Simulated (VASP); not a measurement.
# ZnSe (Fm-3m) in VASP: notebook

The runs below take ZnSe through single point, with r2SCAN.

Program: VASP 6.6.1. These are calculated values, not measurements. Logs are shortened: lines on timing, memory, paths and dates and some standing lists are left out, and cuts for length are marked.

## 1. The cell of the first run

It takes space group Fm-3m (No. 225, cubic). Conventional cell: a = 5.244 Å, b = 5.244 Å, c = 5.244 Å, α = 90.00°, β = 90.00°, γ = 90.00°. Se (site symmetry m-3m) has 6 Zn at 2.62 Å within 3.5 Å. Zn (site symmetry m-3m) has 6 Se at 2.62 Å within 3.5 Å.

## 2. Single point, r2SCAN (18.03 Å³/atom)

Contents of POSCAR:

```
ZnSe
1.0
    0.0000000000      2.6220423878      2.6220423878
    2.6220423878      0.0000000000      2.6220423878
    2.6220423878      2.6220423878      0.0000000000
Se Zn
1 1
Direct
    0.0000000000      0.0000000000      0.0000000000
    0.5000000000      0.5000000000      0.5000000000
```

Contents of INCAR.step1:

```
SYSTEM = ZnSe
  ALGO = Normal
  EDIFF = 1E-4
  ENCUT = 520
  GGA = PE
  ISMEAR = 0
  LASPH = .True.
  LCHARG = .False.
  LREAL = .False.
  LWAVE = .True.
  NBANDS = 16
  NELM = 80
  PREC = Accurate
  SIGMA = 0.05
```

Contents of INCAR.step2:

```
SYSTEM = ZnSe
  ALGO = Normal
  EDIFF = 1E-6
  ENCUT = 520
  ISIF = 2
  ISMEAR = 0
  ISTART = 1
  LASPH = .True.
  LCHARG = .False.
  LMIXTAU = .True.
  LREAL = .False.
  LWAVE = .False.
  METAGGA = R2SCAN
  NBANDS = 16
  NELM = 80
  PREC = Accurate
  SIGMA = 0.05
```

Contents of KPOINTS:

```
k-points
0
Gamma
  12 12 12
  0 0 0
```

Potentials or basis: VASP PAW PBE potentials, release 64 (Se, Zn).

On the command line:

```bash
> cat potpaw_PBE.64/Se/POTCAR potpaw_PBE.64/Zn/POTCAR > POTCAR
> cp INCAR.step1 INCAR
> mpirun -np 1 vasp_std > vasp.out
> cp INCAR.step2 INCAR
> mpirun -np 1 vasp_std > vasp.out
```

OUTCAR:

```text
SYSTEM = ZnSe
   EDIFF = 1E-6
   ENCUT = 520
   ISIF = 2
   ISMEAR = 0
   ISTART = 1
   LASPH = .True.
   LREAL = .False.
   METAGGA = R2SCAN
   NELM = 80
   PREC = Accurate

 ion  position               nearest neighbor table
   1  0.000  0.000  0.000-   2 2.62   2 2.62   2 2.62   2 2.62   2 2.62   2 2.62
   2  0.500  0.500  0.500-   1 2.62   1 2.62   1 2.62   1 2.62   1 2.62   1 2.62

  LATTYP: Found a face centered cubic cell.
 ALAT       =     5.2440847756

  Lattice vectors:

 A1 = (   0.0000000000,   2.6220423878,   2.6220423878)
 A2 = (   2.6220423878,   0.0000000000,   2.6220423878)
 A3 = (   2.6220423878,   2.6220423878,   0.0000000000)

Analysis of symmetry for initial positions (statically):
=====================================================================
 Subroutine PRICEL returns:
 Original cell was already a primitive cell.

 Routine SETGRP: Setting up the symmetry group for a
 face centered cubic supercell.

 Subroutine GETGRP returns: Found 48 space group operations
 (whereof 48 operations were pure point group operations)
 out of a pool of 48 trial point group operations.

The static configuration has the point symmetry O_h .

Analysis of symmetry for dynamics (positions and initial velocities):
=====================================================================
 Subroutine PRICEL returns:
 Original cell was already a primitive cell.

 Routine SETGRP: Setting up the symmetry group for a
 face centered cubic supercell.

 Subroutine GETGRP returns: Found 48 space group operations
 (whereof 48 operations were pure point group operations)
 out of a pool of 48 trial point group operations.

The dynamic configuration has the point symmetry O_h .

 Subroutine INISYM returns: Found 48 space group operations
 (whereof 48 operations are pure point group operations),
 and found     1 'primitive' translations

----------------------------------------------------------------------------------------

                                     Primitive cell

  volume of cell :      36.0536

  direct lattice vectors                    reciprocal lattice vectors
     0.000000000  2.622042388  2.622042388    -0.190691044  0.190691044  0.190691044
     2.622042388  0.000000000  2.622042388     0.190691044 -0.190691044  0.190691044
     2.622042388  2.622042388  0.000000000     0.190691044  0.190691044 -0.190691044

  length of vectors
     3.708127906  3.708127906  3.708127906     0.330286577  0.330286577  0.330286577

  position of ions in fractional coordinates (direct lattice)
     0.000000000  0.000000000  0.000000000
     0.500000000  0.500000000  0.500000000

  ion indices of the primitive-cell ions
   primitive index   ion index
                 1           1
                 2           2

----------------------------------------------------------------------------------------

 KPOINTS: k-points

Automatic generation of k-mesh.
 Grid dimensions read from file:
 generate k-points for:   12   12   12

 Generating k-lattice:

  Cartesian coordinates                     Fractional coordinates (reciprocal lattice)
    -0.015890920  0.015890920  0.015890920     0.083333333  0.000000000  0.000000000
     0.015890920 -0.015890920  0.015890920     0.000000000  0.083333333  0.000000000
     0.015890920  0.015890920 -0.015890920     0.000000000  0.000000000  0.083333333

  Length of vectors
     0.027523881  0.027523881  0.027523881

  Shift w.r.t. Gamma in fractional coordinates (k-lattice)
     0.000000000  0.000000000  0.000000000

 Subroutine IBZKPT returns following result:
 ===========================================

 Found     72 irreducible k-points:

 Following reciprocal coordinates:
            Coordinates               Weight
  0.000000  0.000000  0.000000      1.000000
  0.083333  0.000000  0.000000      8.000000
  0.166667  0.000000  0.000000      8.000000
  0.250000  0.000000  0.000000      8.000000
  0.333333  0.000000  0.000000      8.000000
  0.416667  0.000000  0.000000      8.000000
[... 16 lines left out ...]
  0.500000  0.166667  0.000000     24.000000
 -0.416667  0.166667  0.000000     24.000000
 [... further k-points ...]
   k-points           NKPTS =     72   k-points in BZ     NKDIM =     72   number of bands    NBANDS=     16
   number of dos      NEDOS =    301   number of ions     NIONS =      2
   total plane-waves  NPLWV =  21952
   dimension x,y,z NGX =    28 NGY =   28 NGZ =   28
   dimension x,y,z NGXF=    56 NGYF=   56 NGZF=   56
   ions per type =               1   1
   NGX,Y,Z   is equivalent  to a cutoff of  12.55, 12.55, 12.55 a.u.
   NGXF,Y,Z  is equivalent  to a cutoff of  25.11, 25.11, 25.11 a.u.
 SYSTEM =  ZnSe
   PREC   = accura    normal or accurate (medium, high low for compatibility)
   ISTART =      1    job   : 0-new  1-cont  2-samecut
   ICHARG =      0    charge: 1-file 2-atom 10-const
   ISPIN  =      1    spin polarized calculation?
   LNONCOLLINEAR =      F non collinear calculations
   LSORBIT =      F    spin-orbit coupling
   LASPH  =      T    aspherical Exc in radial PAW
   ENCUT  =  520.0 eV  38.22 Ry    6.18 a.u.   6.89  6.89  6.89*2*pi/ulx,y,z
   NELM   =     80;   NELMIN=  2; NELMDL=  0     # of ELM steps
   EDIFF  = 0.1E-05   stopping-criterion for ELM
   LREAL  =      F    real-space projection
   EDIFFG = 0.1E-04   stopping-criterion for IOM
   NSW    =      0    number of steps for IOM
   IBRION =     -1    ionic relax: 0-MD 1-quasi-New 2-CG
   NFREE  =      0    steps in history (QN), initial steepest desc. (CG)
   ISIF   =      2    stress and relaxation
   ISYM   =      2    0-nonsym 1-usesym 2-fastsym
   POTIM  = 0.5000    time-step for ionic-motion
   TEBEG  =    0.0;   TEEND  =   0.0 temperature during run
   PSTRESS=    0.0 pullay stress
   NELECT =      18.0000    total number of electrons
   NUPDOWN=      -1.0000    fix difference up-down
   EMIN   =  10.00;   EMAX   =-10.00  energy-range for DOS
   EFERMI =   0.00;   METHOD = LEGACY
   ISMEAR =     0;   SIGMA  =   0.05  broadening in eV -4-tet -1-fermi 0-gaus
   EFERMI_NEDOS =   21; number of points for ismear=-14 and -15
   IALGO  =     38    algorithm
   IMIX   =      4    mixing-type and parameters
     AMIX     =   0.40;   BMIX     =  1.00
     AMIX_MAG =   1.60;   BMIX_MAG =  1.00
  volume/ion in A,a.u.               =      18.03       121.65
  Fermi-wavevector in a.u.,A,eV,Ry     =   1.298721  2.454227 22.948634  1.686677
  Thomas-Fermi vector in A             =   2.430031
   LORBIT       =      0    0 simple, 1 ext, 2 COOP (PROOUT), +10 PAW based schemes
   METAGGA = R2SCAN    functional components
   LHFCALC =     F    Hartree Fock is set to
   AEXX    =    0.0000 exact exchange contribution
   IVDW    =     0    specifies the selected vdW correction
   LEPSILON=     F    determine dielectric tensor
   LRPA    =     F    only Hartree local field effects (RPA)
 non-spin polarized calculation
 Gauss-broadening in eV      SIGMA  =   0.05
  energy-cutoff  :      520.00
  volume of cell :       36.05
 maximum number of plane-waves:       982
   NGX = 13   NGY = 13   NGZ = 13

 number of electron      17.9999992 magnetization

 Free energy of the ion-electron system (eV)
  ---------------------------------------------------
  ext. energy  EPLUGINS =         0.00000000
  ---------------------------------------------------
  free energy    TOTEN  =       -24.24807755 eV

  energy without entropy =      -24.24690931  energy(sigma->0) =      -24.24749343

 E-fermi :   3.5048     XC(G=0): -11.3569

 val. band max:        3.4985482001   @ k =  -0.2500   0.1667   0.0000
 cond. band min:       3.5531773943   @ k =  -0.1667   0.1667   0.0000
 fundamental gap:      0.0546291942
 Fermi energy:         3.5048108423

 k-point     1 :       0.0000    0.0000    0.0000
  band No.  band energies     occupation
      1     -11.2595      2.00000
      2      -3.4275      2.00000
      3      -3.4275      2.00000
      4      -3.3871      2.00000
      5      -3.3871      2.00000
      6      -3.3871      2.00000
[... 8 lines left out ...]
     15      14.4949      0.00000
     16      14.4949      0.00000

 k-point     2 :       0.0833    0.0000    0.0000
  band No.  band energies     occupation
      1     -11.1791      2.00000
      2      -3.4464      2.00000
      3      -3.4463      2.00000
      4      -3.3954      2.00000
      5      -3.3808      2.00000
      6      -3.3807      2.00000
[... 8 lines left out ...]
     15      13.6872      0.00000
     16      14.4051      0.00000

 k-point     3 :       0.1667    0.0000    0.0000
  band No.  band energies     occupation
      1     -10.9460      2.00000
      2      -3.5019      2.00000
      3      -3.5018      2.00000
      4      -3.4256      2.00000
      5      -3.3587      2.00000
      6      -3.3586      2.00000
[... 8 lines left out ...]
     15      13.8027      0.00000
     16      14.1192      0.00000

 k-point     4 :       0.2500    0.0000    0.0000
  band No.  band energies     occupation
      1     -10.5877      2.00000
      2      -3.5779      2.00000
      3      -3.5779      2.00000
      4      -3.4997      2.00000
      5      -3.3265      2.00000
      6      -3.3265      2.00000
[... 8 lines left out ...]
     15      14.7181      0.00000
     16      14.7181      0.00000
[... 324 lines left out ...]
 k-point    22 :       0.4167    0.1667    0.0000
  band No.  band energies     occupation
      1      -9.8703      2.00000
      2      -3.7818      2.00000
      3      -3.5799      2.00000
      4      -3.5531      2.00000
      5      -3.2926      2.00000
      6      -3.2620      2.00000
[... 8 lines left out ...]
     15      18.2814      0.00000
     16      18.6126      0.00000

 k-point    23 :       0.5000    0.1667    0.0000
  band No.  band energies     occupation
      1      -9.5953      2.00000
      2      -3.8398      2.00000
      3      -3.6462      2.00000
      4      -3.6292      2.00000
      5      -3.2665      2.00000
      6      -3.2525      2.00000
[... 8 lines left out ...]
     15      18.8739      0.00000
     16      18.9337      0.00000

 k-point    24 :      -0.4167    0.1667    0.0000
  band No.  band energies     occupation
      1      -9.5474      2.00000
      2      -3.8998      2.00000
      3      -3.6875      2.00000
      4      -3.6016      2.00000
      5      -3.2611      2.00000
      6      -3.2506      2.00000
[... 8 lines left out ...]
     15      17.2746      0.00000
     16      17.8623      0.00000

 [... further k-points ...]

------------------------ aborting loop because EDIFF is reached ----------------------------------------

  FORCE on cell =-STRESS in cart. coord.  units (eV):
  Direction    XX          YY          ZZ          XY          YZ          ZX
  --------------------------------------------------------------------------------------
  -------------------------------------------------------------------------------------
  Total        0.8476181      0.8476181      0.8476181     -0.0000000     -0.0000000      0.0000000
  in kB       37.6670551     37.6670551     37.6670551     -0.0000000     -0.0000000      0.0000000
  external PRESSURE =      37.6670551 kB  Pullay stress =       0.0000000 kB

 VOLUME and BASIS-vectors are now :
 -----------------------------------------------------------------------------
  energy-cutoff  :      520.00
  volume of cell :       36.05
      direct lattice vectors                 reciprocal lattice vectors
     0.000000000  2.622042388  2.622042388    -0.190691044  0.190691044  0.190691044
     2.622042388  0.000000000  2.622042388     0.190691044 -0.190691044  0.190691044
     2.622042388  2.622042388  0.000000000     0.190691044  0.190691044 -0.190691044

 POSITION                                       TOTAL-FORCE (eV/Angst)
 -----------------------------------------------------------------------------------
      0.00000      0.00000      0.00000         0.000000     -0.000000     -0.000000
      2.62204      2.62204      2.62204        -0.000000      0.000000      0.000000
 -----------------------------------------------------------------------------------
    total drift:                                0.000000      0.000000      0.000000

  FREE ENERGIE OF THE ION-ELECTRON SYSTEM (eV)
  ---------------------------------------------------
  free  energy   TOTEN  =       -24.2480775490 eV

  energy  without entropy=      -24.2469093142  energy(sigma->0) =      -24.24749343
```

Wall time 1.8 min (1 thread of Intel Xeon 6975P-C (Granite Rapids), shared host); peak memory 0.19 GiB.

Results:

| Item | Value |
| --- | --- |
| Free energy | -24.2481 eV |
| Pressure | 3.8 GPa |
| Band gap on the k mesh | zero (bands 9 and 10 overlap by 0.67 eV) |

Levels at points of the mesh, in eV from the Fermi level:
| k point | band 7 | band 8 | band 9 | band 10 | band 11 | band 12 |
| --- | --- | --- | --- | --- | --- | --- |
| (0.00, 0.00, 0.00) | -0.53 | -0.53 | -0.53 | 1.86 | 9.15 | 9.15 |
| (0.50, 0.00, 0.00) | -5.95 | -0.12 | -0.12 | 3.95 | 5.45 | 5.45 |
| (0.50, 0.50, 0.00) | -5.56 | -2.73 | -2.73 | -0.62 | 5.31 | 12.71 |

Caveat: the cell stands under pressure; semilocal functionals underestimate gaps, so a narrow gap can read as zero; the PAW data sets were made with another functional, which shifts forces and pressure a little.

[end of part 1 of 2]
